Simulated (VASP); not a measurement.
# Co (Pm-3m) in VASP: a series of runs, part 2 of 2

VASP 6.6.1.

## 3. Single point, PBE (volume scaled by 1.08)

INCAR reads:

```
PREC = Accurate
ENCUT = 520
EDIFF = 1E-7
ISMEAR = -1
SIGMA = 0.1
LREAL = False
LASPH = True
NELM = 100
ALGO = Normal
ISIF = 2
LWAVE = False
LCHARG = True
GGA = PE
LELF = True
LVHAR = True
NBANDS = 10
```

KPOINTS reads:

```
regular mesh
0
Gamma
  15 15 15
```

POSCAR reads:

```
Co
1.0
    2.3442449979      0.0000000000      0.0000000000
    0.0000000000      2.3442449979      0.0000000000
    0.0000000000      0.0000000000      2.3442449979
Co
1
Direct
    0.0000000000      0.0000000000      0.0000000000
```

Potentials or basis: VASP PAW PBE potentials, release 64 (Co).

Command:

```
cat potpaw_PBE.64/Co/POTCAR > POTCAR
mpirun -np 1 vasp_std > vasp.out
```

OUTCAR:

```text
PREC = Accurate
   ENCUT = 520
   EDIFF = 1E-7
   ISMEAR = -1
   LREAL = False
   LASPH = True
   NELM = 100
   ISIF = 2
   GGA = PE

 ion  position               nearest neighbor table
   1  0.000  0.000  0.000-

  LATTYP: Found a simple cubic cell.
 ALAT       =     2.3442449979

  Lattice vectors:

 A1 = (   2.3442449979,   0.0000000000,   0.0000000000)
 A2 = (   0.0000000000,   2.3442449979,   0.0000000000)
[... 481 lines left out ...]
  band No.  band energies     occupation
      1       3.7835      2.00000
      2       5.3520      2.00000
      3       6.1535      2.00000
      4       7.5031      1.96480
      5       7.6979      1.77679
      6       8.0226      0.47281
      7      16.2425      0.00000
      8      23.5058      0.00000
      9      31.8225      0.00000
     10      32.7330      0.00000

 [... further k-points ...]
[... 5 lines left out ...]
  --------------------------------------------------------------------------------------
  -------------------------------------------------------------------------------------
  Total       -0.9647281     -0.9647281     -0.9647281     -0.0000000      0.0000000     -0.0000000
  in kB     -119.9793508   -119.9793508   -119.9793508     -0.0000000      0.0000000     -0.0000000
  external PRESSURE =    -119.9793508 kB  Pullay stress =       0.0000000 kB

 VOLUME and BASIS-vectors are now :
 -----------------------------------------------------------------------------
  energy-cutoff  :      520.00
  volume of cell :       12.88
      direct lattice vectors                 reciprocal lattice vectors
     2.344244998  0.000000000  0.000000000     0.426576574  0.000000000  0.000000000
     0.000000000  2.344244998  0.000000000     0.000000000  0.426576574  0.000000000
     0.000000000  0.000000000  2.344244998     0.000000000  0.000000000  0.426576574

 POSITION                                       TOTAL-FORCE (eV/Angst)
 -----------------------------------------------------------------------------------
      0.00000      0.00000      0.00000         0.000000      0.000000      0.000000
 -----------------------------------------------------------------------------------
    total drift:                                0.000000      0.000000      0.000000

  FREE ENERGIE OF THE ION-ELECTRON SYSTEM (eV)
  ---------------------------------------------------
  free  energy   TOTEN  =        -6.0122997252 eV

  energy  without entropy=       -5.9065931815  energy(sigma->0) =       -5.95944645
```

OSZICAR:

```text
N       E                     dE             d eps       ncg     rms          rms(c)
DAV:   1     0.242496301956E+02    0.24250E+02   -0.40492E+03  2418   0.101E+03
DAV:   2    -0.621663822877E+01   -0.30466E+02   -0.29482E+02  2450   0.149E+02
DAV:   3    -0.692021963418E+01   -0.70358E+00   -0.69837E+00  2710   0.291E+01
DAV:   4    -0.692976515362E+01   -0.95455E-02   -0.95400E-02  2878   0.306E+00
DAV:   5    -0.693005026697E+01   -0.28511E-03   -0.28510E-03  2936   0.472E-01    0.805E+00
DAV:   6    -0.632296399174E+01    0.60709E+00   -0.13789E+01  2652   0.518E+01    0.438E+00
DAV:   7    -0.602394610746E+01    0.29902E+00   -0.23345E+00  2656   0.204E+01    0.995E-01
DAV:   8    -0.601403061856E+01    0.99155E-02   -0.14397E-02  3496   0.110E+00    0.356E-01
DAV:   9    -0.601228953105E+01    0.17411E-02   -0.26997E-03  3534   0.352E-01    0.467E-02
DAV:  10    -0.601230243296E+01   -0.12902E-04   -0.21155E-05  2574   0.490E-02    0.225E-02
DAV:  11    -0.601229980652E+01    0.26264E-05   -0.41230E-07  2804   0.596E-03    0.201E-03
DAV:  12    -0.601229972515E+01    0.81371E-07   -0.17183E-08  1500   0.101E-03
   1 F= -.60122997E+01 E0= -.59594465E+01  d E =-.105707E+00
```

It took 23 s on 1 thread of Intel Xeon 8259CL, shared host; peak memory 0.13 GiB.

What came out:

* Free energy: -6.0123 eV
* Pressure: -12.0 GPa

Caveat: the cell differs from its parent crystal (volume scaled by 1.08); the run has no spin polarisation, though such a crystal can be magnetic. Spin polarisation is off, so any magnetic state and its effect on volume and gap are missing.

## 4. Single point, PBE (volume scaled by 1.12)

INCAR reads:

```
SYSTEM = Co
PREC = Accurate
ENCUT = 520
EDIFF = 1E-6
ISMEAR = -1
SIGMA = 0.1
LREAL = .False.
LASPH = .True.
NELM = 80
ALGO = Normal
ISIF = 2
LWAVE = .False.
LCHARG = .True.
GGA = PE
LELF = .True.
LVHAR = .True.
NBANDS = 10
```

KPOINTS reads:

```
Automatic mesh
0
Gamma
  15 15 15
  0 0 0
```

POSCAR reads:

```
Co
1.0
    2.3728361693      0.0000000000      0.0000000000
    0.0000000000      2.3728361693      0.0000000000
    0.0000000000      0.0000000000      2.3728361693
Co
1
Direct
    0.0000000000      0.0000000000      0.0000000000
```

Command:

```
cat potpaw_PBE.64/Co/POTCAR > POTCAR
mpirun -np 1 vasp_std > vasp.out
```

Wall time 20 s (1 thread of Intel Xeon 8259CL, shared host); peak memory 0.13 GiB.

It converged, with:

| Quantity | Value |
| --- | --- |
| Free energy | -5.9704 eV |
| Pressure | -15.9 GPa |

Levels at points of the mesh, in eV from the Fermi level:
```tsv
k point	band 3	band 4	band 5	band 6	band 7	band 8
(0.00, 0.00, 0.00)	-3.05	0.40	0.40	0.40	18.91	18.91
```

Caveat: the cell differs from its parent crystal (volume scaled by 1.12); the run has no spin polarisation, though such a crystal can be magnetic. Spin polarisation is off, so any magnetic state and its effect on volume and gap are missing.

## 5. Single point, PBE

This run uses another cell than the first one, of 11.93 Å³/atom, 0.962 times its volume.

INCAR reads:

```
PREC = Accurate
ENCUT = 520
EDIFF = 1E-6
ISMEAR = -1
SIGMA = 0.1
LREAL = False
LASPH = True
NELM = 80
ALGO = Normal
ISIF = 2
LWAVE = False
LCHARG = False
GGA = PE
NBANDS = 10
```

KPOINTS reads:

```
regular mesh
0
Gamma
  22 22 22
```

POSCAR reads:

```
Co
1.0
    2.2848713188      0.0000000000      0.0000000000
    0.0000000000      2.2848713188      0.0000000000
    0.0000000000      0.0000000000      2.2848713188
Co
1
Direct
    0.0000000000      0.0000000000      0.0000000000
```

Potentials or basis: VASP PAW PBE potentials, release 64 (Co).

Command:

```
cat potpaw_PBE.64/Co/POTCAR > POTCAR
mpirun -np 1 vasp_std > vasp.out
```

OUTCAR:

```text
PREC = Accurate
   ENCUT = 520
   EDIFF = 1E-6
   ISMEAR = -1
   LREAL = False
   LASPH = True
   NELM = 80
   ISIF = 2
   GGA = PE

 ion  position               nearest neighbor table
   1  0.000  0.000  0.000-

  LATTYP: Found a simple cubic cell.
 ALAT       =     2.2848713188

  Lattice vectors:

 A1 = (   2.2848713188,   0.0000000000,   0.0000000000)
 A2 = (   0.0000000000,   2.2848713188,   0.0000000000)
[... 481 lines left out ...]
  band No.  band energies     occupation
      1       1.2493      2.00000
      2       5.4896      2.00000
      3       5.5856      2.00000
      4       9.1817      0.15619
      5       9.2905      0.05550
      6       9.3296      0.03791
      7      26.4972      0.00000
      8      27.1106      0.00000
      9      29.9138      0.00000
     10      34.0317      0.00000

 [... further k-points ...]
[... 5 lines left out ...]
  --------------------------------------------------------------------------------------
  -------------------------------------------------------------------------------------
  Total       -0.0525190     -0.0525190     -0.0525190      0.0000000      0.0000000      0.0000000
  in kB       -7.0540986     -7.0540986     -7.0540986      0.0000000      0.0000000      0.0000000
  external PRESSURE =      -7.0540986 kB  Pullay stress =       0.0000000 kB

 VOLUME and BASIS-vectors are now :
 -----------------------------------------------------------------------------
  energy-cutoff  :      520.00
  volume of cell :       11.93
      direct lattice vectors                 reciprocal lattice vectors
     2.284871319  0.000000000  0.000000000     0.437661409  0.000000000  0.000000000
     0.000000000  2.284871319  0.000000000     0.000000000  0.437661409  0.000000000
     0.000000000  0.000000000  2.284871319     0.000000000  0.000000000  0.437661409

 POSITION                                       TOTAL-FORCE (eV/Angst)
 -----------------------------------------------------------------------------------
      0.00000      0.00000      0.00000         0.000000      0.000000      0.000000
 -----------------------------------------------------------------------------------
    total drift:                               -0.000000      0.000000      0.000000

  FREE ENERGIE OF THE ION-ELECTRON SYSTEM (eV)
  ---------------------------------------------------
  free  energy   TOTEN  =        -6.0538316069 eV

  energy  without entropy=       -5.9589339439  energy(sigma->0) =       -6.00638278
```

OSZICAR:

```text
N       E                     dE             d eps       ncg     rms          rms(c)
DAV:   1     0.243695676815E+02    0.24370E+02   -0.41007E+03  7338   0.103E+03
DAV:   2    -0.619648283641E+01   -0.30566E+02   -0.29442E+02  7392   0.152E+02
DAV:   3    -0.692222697357E+01   -0.72574E+00   -0.71910E+00  8312   0.297E+01
DAV:   4    -0.693163135043E+01   -0.94044E-02   -0.94010E-02  8762   0.299E+00
DAV:   5    -0.693189124526E+01   -0.25989E-03   -0.25989E-03  8714   0.444E-01    0.842E+00
DAV:   6    -0.628224537162E+01    0.64965E+00   -0.11585E+01  8014   0.487E+01    0.368E+00
DAV:   7    -0.606671239370E+01    0.21553E+00   -0.16764E+00  8032   0.181E+01    0.122E+00
DAV:   8    -0.605533522510E+01    0.11377E-01   -0.14991E-02 10692   0.112E+00    0.394E-01
DAV:   9    -0.605382354808E+01    0.15117E-02   -0.20728E-03 10662   0.303E-01    0.491E-02
DAV:  10    -0.605383528465E+01   -0.11737E-04   -0.15377E-05  7948   0.483E-02    0.187E-02
DAV:  11    -0.605383158765E+01    0.36970E-05   -0.38990E-07  5202   0.543E-03    0.221E-03
DAV:  12    -0.605383160687E+01   -0.19228E-07   -0.32739E-08  3960   0.165E-03
   1 F= -.60538316E+01 E0= -.60063828E+01  d E =-.948977E-01
```

stdout:

```text
POSCAR found type information on POSCAR Co
 POSCAR found :  1 types and       1 ions
 scaLAPACK will be used
 LDA part: xc-table for (Slater+PW92), standard interpolation
 POSCAR, INCAR and KPOINTS ok, starting setup
 FFT: planning ... GRIDC
 FFT: planning ... GRID_SOFT
 FFT: planning ... GRID
 WAVECAR not read
 entering main loop
```

Run time: 48 s. Hardware: 1 thread of Intel Xeon 8259CL, shared host; peak memory 0.16 GiB.

What came out:

```yaml
Free_energy: -6.0538 eV
Pressure: -0.7 GPa
```

Levels at points of the mesh, in eV from the Fermi level:
```tsv
k point	band 3	band 4	band 5	band 6	band 7	band 8
(0.00, 0.00, 0.00)	-3.57	0.48	0.48	0.48	20.26	20.26
(0.50, 0.00, 0.00)	-1.14	-0.83	-0.83	0.60	4.83	24.34
(0.50, 0.50, 0.00)	-0.56	-0.56	1.38	5.57	5.57	11.97
(0.50, 0.50, 0.50)	-3.22	1.45	1.45	12.81	12.81	12.81
```

Caveat: the run has no spin polarisation, though such a crystal can be magnetic.

## 6. Summary

| cell | k mesh | gap on the mesh (eV) | pressure (GPa) |
| --- | --- | --- | --- |
| a = 2.315 Å, 1 atom | 15 × 15 × 15 | none | -7.0 |
| a = 2.344 Å, 1 atom | 15 × 15 × 15 | none | -12.0 |
| a = 2.373 Å, 1 atom | 15 × 15 × 15 | none | -15.9 |
| a = 2.285 Å, 1 atom | 22 × 22 × 22 | none | -0.7 |

Alike in all rows: task single point; level PBE; potentials or basis VASP PAW PBE potentials, release 64 (Co); no spin polarisation; cutoff (eV) 520; smearing fermi-dirac 0.1 eV.

Caveats: the run has no spin polarisation, though such a crystal can be magnetic.

Absolute energies hang on the potentials; compare differences alone.
